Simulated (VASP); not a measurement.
# Lu (P6_3/mmc) in VASP: further runs

Lu is run at these levels: PBEsol; tasks: single point.

Everything below comes from runs of VASP 6.6.1. Logs are shortened: lines on timing, memory, paths and dates and some standing lists are left out, and cuts for length are marked.

## (1) The cell of the first run

Symmetry: P6_3/mmc, No. 194, hexagonal system. The conventional cell has a = 3.194 Å, b = 3.194 Å, c = 5.022 Å, α = 90.00°, β = 90.00°, γ = 120.00°. Lu (site symmetry -6m2) has 12 Lu at 3.12 to 3.19 Å within 4.1 Å.

## (2) Single point, PBEsol

INCAR reads:

```
  PREC = Accurate
  ENCUT = 520
  EDIFF = 1E-7
  ISMEAR = -1
  SIGMA = 0.1
  LREAL = F
  LASPH = T
  NELM = 80
  ALGO = Normal
  ISIF = 2
  LWAVE = F
  LCHARG = T
  GGA = PS
  LELF = T
  LVHAR = T
  NBANDS = 32
```

KPOINTS reads:

```
regular mesh
0
Gamma
  16 16 10
```

POSCAR reads:

```
Lu
1.0
    3.1939453039      0.0000000000      0.0000000000
   -1.5969726520      2.7660377715      0.0000000000
    0.0000000000      0.0000000000      5.0224073827
Lu
2
Direct
    0.3333333333      0.6666666667      0.2500000000
    0.6666666667      0.3333333333      0.7500000000
```

Potentials or basis: VASP PAW PBE potentials, release 64 (Lu).

Run with:

```bash
> cat potpaw_PBE.64/Lu/POTCAR > POTCAR
> mpirun -np 1 vasp_std > vasp.out
```

OUTCAR:

```text
PREC = Accurate
   ENCUT = 520
   EDIFF = 1E-7
   ISMEAR = -1
   LREAL = F
   LASPH = T
   NELM = 80
   ISIF = 2
   GGA = PS

 ion  position               nearest neighbor table
   1  0.333  0.667  0.250-   2 3.12   2 3.12   2 3.12   2 3.12   2 3.12   2 3.12
   2  0.667  0.333  0.750-   1 3.12   1 3.12   1 3.12   1 3.12   1 3.12   1 3.12

  LATTYP: Found a hexagonal cell.
 ALAT       =     3.1939453039
 C/A-ratio  =     1.5724775802

  Lattice vectors:

 A1 = (   3.1939453039,   0.0000000000,   0.0000000000)
 A2 = (  -1.5969726520,   2.7660377715,   0.0000000000)
 A3 = (   0.0000000000,   0.0000000000,   5.0224073827)

Analysis of symmetry for initial positions (statically):
=====================================================================
 Subroutine PRICEL returns:
 Original cell was already a primitive cell.

 Routine SETGRP: Setting up the symmetry group for a
 hexagonal supercell.

 Subroutine GETGRP returns: Found 24 space group operations
 (whereof 12 operations were pure point group operations)
 out of a pool of 24 trial point group operations.

The static configuration has the point symmetry D_3d.
 The point group associated with its full space group is D_6h.

Analysis of symmetry for dynamics (positions and initial velocities):
=====================================================================
 Subroutine PRICEL returns:
 Original cell was already a primitive cell.

 Routine SETGRP: Setting up the symmetry group for a
 hexagonal supercell.

 Subroutine GETGRP returns: Found 24 space group operations
 (whereof 12 operations were pure point group operations)
 out of a pool of 24 trial point group operations.

The dynamic configuration has the point symmetry D_3d.
 The point group associated with its full space group is D_6h.

 Subroutine INISYM returns: Found 24 space group operations
 (whereof 12 operations are pure point group operations),
 and found     1 'primitive' translations

----------------------------------------------------------------------------------------

                                     Primitive cell

  volume of cell :      44.3708

  direct lattice vectors                    reciprocal lattice vectors
     3.193945304  0.000000000  0.000000000     0.313092400  0.180763981  0.000000000
    -1.596972652  2.766037772  0.000000000     0.000000000  0.361527963  0.000000000
     0.000000000  0.000000000  5.022407383     0.000000000  0.000000000  0.199107703

  length of vectors
     3.193945304  3.193945304  5.022407383     0.361527963  0.361527963  0.199107703

  position of ions in fractional coordinates (direct lattice)
     0.333333333  0.666666667  0.250000000
     0.666666667  0.333333333  0.750000000

  ion indices of the primitive-cell ions
   primitive index   ion index
                 1           1
                 2           2

----------------------------------------------------------------------------------------

 KPOINTS: regular mesh

Automatic generation of k-mesh.
 Grid dimensions read from file:
 generate k-points for:   16   16   10

 Generating k-lattice:

  Cartesian coordinates                     Fractional coordinates (reciprocal lattice)
     0.019568275  0.011297749  0.000000000     0.062500000 -0.000000000  0.000000000
     0.000000000  0.022595498  0.000000000     0.000000000  0.062500000  0.000000000
     0.000000000  0.000000000  0.019910770     0.000000000  0.000000000  0.100000000

  Length of vectors
     0.022595498  0.022595498  0.019910770

  Shift w.r.t. Gamma in fractional coordinates (k-lattice)
     0.000000000  0.000000000  0.000000000

 Subroutine IBZKPT returns following result:
 ===========================================

 Found    180 irreducible k-points:

 Following reciprocal coordinates:
            Coordinates               Weight
  0.000000  0.000000  0.000000      1.000000
  0.062500  0.000000  0.000000      6.000000
  0.125000  0.000000  0.000000      6.000000
  0.187500  0.000000  0.000000      6.000000
  0.250000  0.000000  0.000000      6.000000
  0.312500  0.000000  0.000000      6.000000
[... 16 lines left out ...]
  0.187500  0.187500  0.000000      6.000000
  0.250000  0.187500  0.000000     12.000000
 [... further k-points ...]
   k-points           NKPTS =    180   k-points in BZ     NKDIM =    180   number of bands    NBANDS=     32
   number of dos      NEDOS =    301   number of ions     NIONS =      2
   total plane-waves  NPLWV =  23040
   dimension x,y,z NGX =    24 NGY =   24 NGZ =   40
   dimension x,y,z NGXF=    48 NGYF=   48 NGZF=   80
   ions per type =               2
   NGX,Y,Z   is equivalent  to a cutoff of  12.49, 12.49, 13.24 a.u.
   NGXF,Y,Z  is equivalent  to a cutoff of  24.98, 24.98, 26.48 a.u.
 SYSTEM =  unknown system
   PREC   = accura    normal or accurate (medium, high low for compatibility)
   ISTART =      0    job   : 0-new  1-cont  2-samecut
   ICHARG =      2    charge: 1-file 2-atom 10-const
   ISPIN  =      1    spin polarized calculation?
   LNONCOLLINEAR =      F non collinear calculations
   LSORBIT =      F    spin-orbit coupling
   LASPH  =      T    aspherical Exc in radial PAW
   ENCUT  =  520.0 eV  38.22 Ry    6.18 a.u.   5.94  5.94  9.34*2*pi/ulx,y,z
   NELM   =     80;   NELMIN=  2; NELMDL= -5     # of ELM steps
   EDIFF  = 0.1E-06   stopping-criterion for ELM
   LREAL  =      F    real-space projection
   EDIFFG = 0.1E-05   stopping-criterion for IOM
   NSW    =      0    number of steps for IOM
   IBRION =     -1    ionic relax: 0-MD 1-quasi-New 2-CG
   NFREE  =      0    steps in history (QN), initial steepest desc. (CG)
   ISIF   =      2    stress and relaxation
   ISYM   =      2    0-nonsym 1-usesym 2-fastsym
   POTIM  = 0.5000    time-step for ionic-motion
   TEBEG  =    0.0;   TEEND  =   0.0 temperature during run
   PSTRESS=    0.0 pullay stress
   NELECT =      50.0000    total number of electrons
   NUPDOWN=      -1.0000    fix difference up-down
   EMIN   =  10.00;   EMAX   =-10.00  energy-range for DOS
   EFERMI =   0.00;   METHOD = LEGACY
   ISMEAR =    -1;   SIGMA  =   0.10  broadening in eV -4-tet -1-fermi 0-gaus
   EFERMI_NEDOS =   21; number of points for ismear=-14 and -15
   IALGO  =     38    algorithm
   IMIX   =      4    mixing-type and parameters
     AMIX     =   0.40;   BMIX     =  1.00
     AMIX_MAG =   1.60;   BMIX_MAG =  1.00
  volume/ion in A,a.u.               =      22.19       149.71
  Fermi-wavevector in a.u.,A,eV,Ry     =   1.703592  3.219323 39.487190  2.902227
  Thomas-Fermi vector in A             =   2.783151
   LORBIT       =      0    0 simple, 1 ext, 2 COOP (PROOUT), +10 PAW based schemes
   GGA     = PS    functional components
   LHFCALC =     F    Hartree Fock is set to
   AEXX    =    0.0000 exact exchange contribution
   IVDW    =     0    specifies the selected vdW correction
   LEPSILON=     F    determine dielectric tensor
   LRPA    =     F    only Hartree local field effects (RPA)
 non-spin polarized calculation
  energy-cutoff  :      520.00
  volume of cell :       44.37
 maximum number of plane-waves:      1216
 NGX is ok and might be reduce to    24
   NGX = 11   NGY = 11   NGZ = 19

 number of electron      50.0000026 magnetization

 Free energy of the ion-electron system (eV)
  ---------------------------------------------------
  ext. energy  EPLUGINS =         0.00000000
  ---------------------------------------------------
  free energy    TOTEN  =        -9.49443180 eV

  energy without entropy =       -9.40775216  energy(sigma->0) =       -9.45109198

 E-fermi :   3.2066     XC(G=0): -12.1903

 val. band max:        3.2057786458   @ k =   0.3125   0.1250   0.0000
 cond. band min:       3.2152038655   @ k =   0.3750   0.1875   0.3000
 fundamental gap:      0.0094252197
 Fermi energy:         3.2065997334

 k-point     1 :       0.0000    0.0000    0.0000
  band No.  band energies     occupation
      1     -52.4900      2.00000
      2     -52.3723      2.00000
      3     -23.8754      2.00000
      4     -22.8332      2.00000
      5     -22.8332      2.00000
      6     -22.6471      2.00000
[... 24 lines left out ...]
     31       7.3154      0.00000
     32       7.3154      0.00000

 k-point     2 :       0.0625    0.0000    0.0000
  band No.  band energies     occupation
      1     -52.4868      2.00000
      2     -52.3711      2.00000
      3     -23.8605      2.00000
      4     -22.8657      2.00000
      5     -22.8441      2.00000
      6     -22.6818      2.00000
[... 24 lines left out ...]
     31       7.1186      0.00000
     32       7.1757      0.00000

 k-point     3 :       0.1250    0.0000    0.0000
  band No.  band energies     occupation
      1     -52.4777      2.00000
      2     -52.3679      2.00000
      3     -23.8170      2.00000
      4     -22.9582      2.00000
      5     -22.8745      2.00000
      6     -22.7783      2.00000
[... 24 lines left out ...]
     31       6.8325      0.00000
     32       7.0476      0.00000

 k-point     4 :       0.1875    0.0000    0.0000
  band No.  band energies     occupation
      1     -52.4636      2.00000
      2     -52.3634      2.00000
      3     -23.7481      2.00000
      4     -23.0963      2.00000
      5     -22.9181      2.00000
      6     -22.9171      2.00000
[... 24 lines left out ...]
     31       7.2828      0.00000
     32       7.6190      0.00000

 k-point     5 :       0.2500    0.0000    0.0000
  band No.  band energies     occupation
      1     -52.4464      2.00000
      2     -52.3587      2.00000
      3     -23.6591      2.00000
      4     -23.2586      2.00000
      5     -23.0728      2.00000
      6     -22.9675      2.00000
[... 584 lines left out ...]
     31      10.5200      0.00000
     32      11.5120      0.00000

 k-point    22 :       0.4375    0.1250    0.0000
  band No.  band energies     occupation
      1     -52.3882      2.00000
      2     -52.3554      2.00000
      3     -23.6386      2.00000
      4     -23.4158      2.00000
      5     -23.2984      2.00000
      6     -23.1567      2.00000
[... 24 lines left out ...]
     31      10.8770      0.00000
     32      11.5266      0.00000

 k-point    23 :       0.1875    0.1875    0.0000
  band No.  band energies     occupation
      1     -52.4237      2.00000
      2     -52.3545      2.00000
      3     -23.5328      2.00000
      4     -23.3349      2.00000
      5     -23.3190      2.00000
      6     -23.0047      2.00000
[... 24 lines left out ...]
     31       8.8368      0.00000
     32       9.9955      0.00000

 k-point    24 :       0.2500    0.1875    0.0000
  band No.  band energies     occupation
      1     -52.4076      2.00000
      2     -52.3533      2.00000
      3     -23.4547      2.00000
      4     -23.4344      2.00000
      5     -23.3654      2.00000
      6     -23.0817      2.00000
[... 24 lines left out ...]
     31       9.6072      0.00000
     32      10.9891      0.00000

 [... further k-points ...]
[... 5 lines left out ...]
  --------------------------------------------------------------------------------------
  -------------------------------------------------------------------------------------
  Total        4.2531229      4.2531229      4.2647744     -0.0000000     -0.0000000      0.0000000
  in kB      153.5751682    153.5751682    153.9958901     -0.0000000     -0.0000000      0.0000000
  external PRESSURE =     153.7154089 kB  Pullay stress =       0.0000000 kB

 VOLUME and BASIS-vectors are now :
 -----------------------------------------------------------------------------
  energy-cutoff  :      520.00
  volume of cell :       44.37
      direct lattice vectors                 reciprocal lattice vectors
     3.193945304  0.000000000  0.000000000     0.313092400  0.180763981  0.000000000
    -1.596972652  2.766037772  0.000000000     0.000000000  0.361527963  0.000000000
     0.000000000  0.000000000  5.022407383     0.000000000  0.000000000  0.199107703

 POSITION                                       TOTAL-FORCE (eV/Angst)
 -----------------------------------------------------------------------------------
     -0.00000      1.84403      1.25560         0.000000      0.000000      0.000000
      1.59697      0.92201      3.76681        -0.000000     -0.000000      0.000000
 -----------------------------------------------------------------------------------
    total drift:                               -0.000000      0.000000     -0.000000

  FREE ENERGIE OF THE ION-ELECTRON SYSTEM (eV)
  ---------------------------------------------------
  free  energy   TOTEN  =        -9.4944317964 eV

  energy  without entropy=       -9.4077521609  energy(sigma->0) =       -9.45109198
```

Wall time 6.5 min (1 thread of Intel Xeon 8259CL, shared host); peak memory 0.33 GiB.

Results:

```yaml
Free_energy: -9.4944 eV
Pressure: 15.4 GPa
Band_gap_on_the_k_mesh: zero (bands 25 and 26 overlap by 2.36 eV)
```

Caveat: the cell stands under pressure; the PAW data sets were made with another functional, which shifts forces and pressure a little; spin-orbit coupling is left out, which moves the levels of the heavy elements.

## (3) Single point, PBEsol

This run uses another cell than the first one, of 23.55 Å³/atom.

INCAR reads:

```
PREC = Accurate ; ENCUT = 520
EDIFF = 1E-7 ; ISMEAR = -1
SIGMA = 0.1 ; LREAL = False
LASPH = True ; NELM = 60
ALGO = Normal ; ISIF = 2
LWAVE = False ; LCHARG = False
GGA = PS ; NBANDS = 32
```

KPOINTS is that of step 2.

POSCAR reads:

```
Lu
1.0
    3.2644512636      0.0000000000      0.0000000000
   -1.6322256318      2.8270977237      0.0000000000
    0.0000000000      0.0000000000      5.1031241214
Lu
2
Direct
    0.3333333333      0.6666666667      0.2500000000
    0.6666666667      0.3333333333      0.7500000000
```

Potentials or basis: VASP PAW PBE potentials, release 64 (Lu).

Run with:

```bash
> cat potpaw_PBE.64/Lu/POTCAR > POTCAR
> mpirun -np 1 vasp_std > vasp.out
```

It took 7.2 min on 1 thread of Intel Xeon 8259CL, shared host; peak memory 0.34 GiB.

The run converged. Its results:

| Property | Result |
| --- | --- |
| Free energy | -9.7133 eV |
| Pressure | 10.3 GPa |
| Band gap on the k mesh | zero (bands 25 and 26 overlap by 2.14 eV) |

Levels at points of the mesh, in eV from the Fermi level:
| k point | band 22 | band 23 | band 24 | band 25 | band 26 | band 27 | band 28 | band 29 |
| --- | --- | --- | --- | --- | --- | --- | --- | --- |
| (0.00, 0.00, 0.00) | -4.48 | -4.47 | -2.82 | 1.53 | 2.33 | 2.33 | 2.86 | 3.28 |
| (0.50, 0.00, 0.00) | -4.49 | -2.47 | -1.85 | -1.25 | 0.04 | 1.91 | 2.03 | 2.89 |
| (0.00, 0.00, 0.50) | -4.50 | -4.48 | -4.48 | 1.31 | 1.31 | 2.21 | 2.21 | 2.21 |
| (0.50, 0.00, 0.50) | -4.52 | -2.51 | -2.51 | 0.07 | 0.07 | 2.03 | 2.03 | 3.89 |

Caveat: the cell stands under pressure; the PAW data sets were made with another functional, which shifts forces and pressure a little; spin-orbit coupling is left out, which moves the levels of the heavy elements.

[end of part 1 of 2]

The gap in the log of VASP goes by the Fermi energy; the results here count the filled bands.